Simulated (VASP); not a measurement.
# Mg2CdO3: single point with PBE

The system is Mg2CdO3.

```
Mg Cd O
1.0
     2.72572   -4.71146   -0.00119
     2.72572    4.71146   -0.00119
    -1.82359    0.00000    5.14700
Mg Cd O
4 2 6
Direct
  0.00000 0.00000 0.50000
  0.33468 0.66532 0.50000
  0.66532 0.33468 0.50000
  0.50000 0.50000 0.00000
  0.83252 0.16748 0.00000
  0.16748 0.83252 0.00000
  0.40842 0.09267 0.72508
  0.90733 0.59158 0.27492
  0.09267 0.40842 0.72508
  0.59158 0.90733 0.27492
  0.72418 0.72418 0.73841
  0.27582 0.27582 0.26159
```

```
Program             : VASP 6.6.1
Task                : single point
Functional          : PBE
Potentials or basis : VASP PAW PBE potentials, release 64 (Mg_sv, Cd_sv_GW, O)
Cutoff              : 840 eV
k mesh              : 4 × 4 × 4
Occupations         : gaussian, width 0.1 eV
Spin                : no spin polarisation
```

```yaml
Pressure: -0.1 GPa
Largest_force: 0.017 eV/Å
Band_gap_on_the_k_mesh: 1.89 eV (least direct gap 2.31 eV)
```

Forces on the atoms (eV/Å):
```
Mg   0.000  0.000  0.000
Mg   0.000  0.010  0.000
Mg   0.000 -0.010  0.000
Mg   0.000  0.000  0.000
Cd   0.000  0.001  0.000
Cd   0.000 -0.001  0.000
O   -0.006 -0.009  0.013
O    0.006 -0.009 -0.013
O   -0.006  0.009  0.013
O    0.006  0.009 -0.013
O    0.013  0.000  0.009
O   -0.013  0.000 -0.009
```

Levels at points of the mesh, in eV from the valence-band top:
| k point | band 56 | band 57 | band 58 | band 59 | band 60 | band 61 |
| --- | --- | --- | --- | --- | --- | --- |
| (0.00, 0.00, 0.00) | -0.46 | -0.43 | -0.42 | 1.89 | 6.04 | 7.05 |
| (0.50, 0.00, 0.00) | -0.78 | -0.51 | -0.21 | 4.61 | 4.84 | 7.10 |
| (0.50, 0.50, 0.00) | -0.30 | -0.19 | 0.00 | 4.45 | 4.76 | 5.83 |
| (0.00, 0.00, 0.50) | -0.67 | -0.13 | -0.11 | 3.95 | 5.08 | 7.06 |
| (0.50, 0.00, 0.50) | -0.52 | -0.31 | -0.15 | 4.78 | 4.90 | 5.84 |
| (0.50, 0.50, 0.50) | -0.72 | -0.56 | -0.52 | 4.87 | 5.44 | 7.08 |

Run time: 14 min on 1 thread of Intel(R) Xeon(R) Platinum 8259CL CPU @ 2.50GHz (Skylake/Cascade Lake) (shared host), peak memory 0.66 GiB.

A k mesh can miss the band edges.
